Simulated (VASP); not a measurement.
Set up this calculation in VASP 6.6.1, as the native input.

```yaml
Task: single point
Functional: r2SCAN
Potentials_or_basis: VASP PAW PBE potentials, release 64 (In_d, As)
Cutoff: 520 eV
k_mesh: 6 × 6 × 6
Occupations: gaussian, width 0.1 eV
Spin: no spin polarisation
Dipole_correction: no
Further_INCAR_settings: ALGO = Normal; EDIFF = 1e-07; NBANDS = 16
```

The system is InAs.

```
In As
1.0
     0.00000    2.90108    2.90108
     2.90108    0.00000    2.90108
     2.90108    2.90108    0.00000
In As
1 1
Direct
  0.50000 0.50000 0.50000
  0.00000 0.00000 0.00000
```

These files were run (other wordings do the same):

POSCAR

```
InAs
1.0
    0.0000000000      2.9010844503      2.9010844503
    2.9010844503      0.0000000000      2.9010844503
    2.9010844503      2.9010844503      0.0000000000
In As
1 1
Direct
    0.5000000000      0.5000000000      0.5000000000
    0.0000000000      0.0000000000      0.0000000000
```

INCAR.step1

```
ALGO     = Normal         # electronic algorithm
EDIFF    = 1E-4           # SCF threshold, eV
ENCUT    = 520            # plane-wave cutoff, eV
GGA      = PE             # functional
ISMEAR   = 0              # smearing method
LASPH    = True           # aspherical terms in the spheres
LCHARG   = False          # write CHGCAR
LREAL    = False          # projectors in reciprocal space
LWAVE    = True           # write WAVECAR
NBANDS   = 16             # bands
NELM     = 80             # most SCF steps
PREC     = Accurate       # precision mode
SIGMA    = 0.1            # smearing width, eV
```

INCAR.step2

```
ALGO     = Normal         # electronic algorithm
EDIFF    = 1E-7           # SCF threshold, eV
ENCUT    = 520            # plane-wave cutoff, eV
ISIF     = 2              # what is computed and relaxed
ISMEAR   = 0              # smearing method
ISTART   = 1            
LASPH    = True           # aspherical terms in the spheres
LCHARG   = False          # write CHGCAR
LMIXTAU  = True         
LREAL    = False          # projectors in reciprocal space
LWAVE    = False          # write WAVECAR
METAGGA  = R2SCAN         # meta-GGA
NBANDS   = 16             # bands
NELM     = 80             # most SCF steps
PREC     = Accurate       # precision mode
SIGMA    = 0.1            # smearing width, eV
```

KPOINTS

```
k-points
0
Gamma
  6 6 6
```

Potentials or basis: VASP PAW PBE potentials, release 64 (In_d, As).

Command:

```bash
$ cat potpaw_PBE.64/In_d/POTCAR potpaw_PBE.64/As/POTCAR > POTCAR
$ cp INCAR.step1 INCAR
$ mpirun -np 1 vasp_std > vasp.out
$ cp INCAR.step2 INCAR
$ mpirun -np 1 vasp_std > vasp.out
```

It gave:

The pressure is -3.5 GPa. The band gap on the k mesh is zero (band 9 reaches 5.80 eV, above the bottom of band 10 at 3.23 eV).

Caveat: the PAW data sets were made with another functional, which shifts forces and pressure a little; spin-orbit coupling is left out, which moves the levels of the heavy elements.

Run time: 68 s on 1 thread of AMD EPYC 7R43 64-Core Processor (Zen 3), on a shared host, peak memory 0.15 GiB.
